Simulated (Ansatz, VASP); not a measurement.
Two plane-wave programs on Be3N2

```
Be N
1.0
     2.81778    0.00000    0.00000
    -1.40889    2.44027    0.00000
     0.00000    0.00000    4.66702
Be N
3 2
Direct
  0.00404 0.00296 0.00155
  0.67071 0.33629 0.65118
  0.33737 0.66962 0.35191
  0.33333 0.66667 0.74706
  0.66667 0.33333 0.25294
```

Change from the starting cell: all Be atoms moved +0.013 Å, as atom 1 along Cartesian [1 1 1].

Alike in both runs: task single point; functional LDA; k mesh 9 × 9 × 6; occupations gaussian, width 0.05 eV; no spin polarisation.

|  | VASP | Ansatz |
| --- | --- | --- |
| version | VASP 6.6.1 | Ansatz 0.2.0 |
| potentials or method | VASP PAW LDA potentials, release 64 (Be, N), cutoff 520 eV | scalar-relativistic, plane waves, PAW |
| valence electrons in the cell | 16 | 16 |

```csv
,VASP,Ansatz,Ansatz less VASP
gap on the k mesh at the Fermi level (eV),4.23,4.24,+0.010
least direct gap on the mesh (eV),5.94,5.95,+0.010
pressure (GPa),-9.4,-10.0,-0.59
"traceless stress, the component that is largest in VASP (GPa)",0.54,0.51,-0.029
rms of the force components (eV/Å),0.071,0.071,0.0000
```

LDA's correlation is that of Perdew and Zunger in VASP and of Perdew and Wang (1992) in Ansatz. Atom by atom the forces differ by 0.004 eV/Å (rms over components).
